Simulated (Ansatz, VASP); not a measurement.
## One calculation of GdO, two programs

File INCAR:

```
SYSTEM = GdO
PREC = Accurate
ENCUT = 520
EDIFF = 1E-7
ISMEAR = -1
SIGMA = 0.08
LREAL = .FALSE.
LASPH = .TRUE.
NELM = 150
ALGO = Normal
ISIF = 2
LWAVE = .FALSE.
LCHARG = .FALSE.
ISPIN = 2
MAGMOM = 7 0
LORBIT = 11
LMAXMIX = 6
GGA = PE
NBANDS = 23
```

File KPOINTS:

```
regular mesh
0
G
  12 12 12
  0 0 0
```

The input POSCAR:

```
GdO
1.0
    0.0000000000      2.7529546205      2.7529546205
    2.7529546205      0.0000000000      2.7529546205
    2.7529546205      2.7529546205      0.0000000000
Gd O
1 1
Direct
    0.0000000000      0.0000000000      0.0000000000
    0.7500000000      0.7500000000      0.7500000000
```

Input for Ansatz:

```yaml
crystal:
  lattice:
    - [0.0, 2.7529546205, 2.7529546205]
    - [2.7529546205, 0.0, 2.7529546205]
    - [2.7529546205, 2.7529546205, 0.0]
  atoms:
    - { symbol: Gd, position: [0.0, 0.0, 0.0], spin: 7.0 }
    - { symbol: O, position: [0.75, 0.75, 0.75] }
magnetization:
  spin_polarized: true
kpoints:
  mp_grid: { grid: [12, 12, 12] }
scf:
  occupations: { method: fermi_dirac, width: 0.08 }
hamiltonian:
  xc: pbe
  pseudopotentials: { kind: all_electron, lapw: { basis_error: 0.001 } }
output:
  forces: true
  stress: true
  eigenvalues: true
```

Change from the starting cell: volume scaled by 1.06.

Alike in both runs: task single point; functional PBE; k mesh 12 × 12 × 12; occupations fermi-dirac, width 0.08 eV; collinear spin.

|  | VASP | Ansatz |
| --- | --- | --- |
| version | VASP 6.6.1 | Ansatz 0.2.0 |
| potentials or method | VASP PAW PBE potentials, release 64 (Gd, O), cutoff 520 eV | all-electron LAPW, scalar-relativistic |

```csv
,VASP,Ansatz,Ansatz less VASP
pressure (GPa),-5.2,-5.2,+0.03
net moment per atom (μB),3.76,3.75,-0.013
size of the moment on the site where the two differ most (μB),6.84,7.00,+0.159
```

Site moments also hang on the region over which each program counts them. Ansatz ran all-electron here, and VASP with PAW potentials.

Spin-orbit coupling is off throughout.
